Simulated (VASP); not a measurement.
**BiB2Sb: single point with PBE**

BiB2Sb:

```
CELL_PARAMETERS angstrom
3.79320 0.00000 0.00000
0.00000 3.79320 0.00000
0.00000 0.00000 5.36456
ATOMIC_POSITIONS crystal
Sb 0.00000 0.00000 0.00000
B 0.00000 0.50000 0.76182
B 0.50000 0.00000 0.23818
Bi 0.50000 0.50000 0.50000
```

```json
{
  "Program": "VASP 6.6.1",
  "Task": "single point",
  "Functional": "PBE",
  "Potentials or basis": "VASP PAW PBE potentials, release 64 (Sb, B, Bi_d)",
  "Cutoff": "520 eV",
  "k mesh": "6 × 6 × 6",
  "Occupations": "fermi-dirac, width 0.02 eV",
  "Spin": "no spin polarisation",
  "Dipole correction": "no",
  "Further INCAR settings": "ALGO = Normal; EDIFF = 1e-06; NBANDS = 21"
}
```

```json
{"Pressure": "1.5 GPa", "Largest force": "0.037 eV/Å", "Band gap on the k mesh": "0.64 eV (least direct gap 0.85 eV)"}
```

Forces on the atoms (eV/Å):
```
Sb   0.000  0.000  0.000
B    0.000  0.000 -0.037
B    0.000  0.000  0.037
Bi   0.000  0.000  0.000
```

Levels at points of the mesh, in eV from the valence-band top:
```
           k point  band 10  band 11  band 12  band 13  band 14  band 15  band 16  band 17
(0.00, 0.00, 0.00)    -3.61    -0.13     0.00     0.00     0.85     1.01     1.55     2.88
(0.50, 0.00, 0.00)    -4.42    -4.36    -2.06    -1.44     2.19     2.51     4.51     4.87
(0.50, 0.50, 0.00)    -3.77    -3.56    -3.56    -3.36     0.65     0.80     0.80     1.71
(0.00, 0.00, 0.50)    -2.64    -2.64    -2.06    -2.06     0.80     1.48     2.93     2.94
(0.50, 0.00, 0.50)    -2.00    -1.68    -1.59    -1.30     0.68     1.35     3.83     4.14
(0.50, 0.50, 0.50)    -4.71    -4.71    -4.39    -4.32     3.61     3.96     3.96     4.40
```

Run time: 20 s on 1 thread of Intel(R) Xeon(R) 6975P-C (Granite Rapids) (shared host), peak memory 0.22 GiB.

Caveat: spin-orbit coupling is left out, which moves the levels of the heavy elements. A k mesh can miss the band edges.
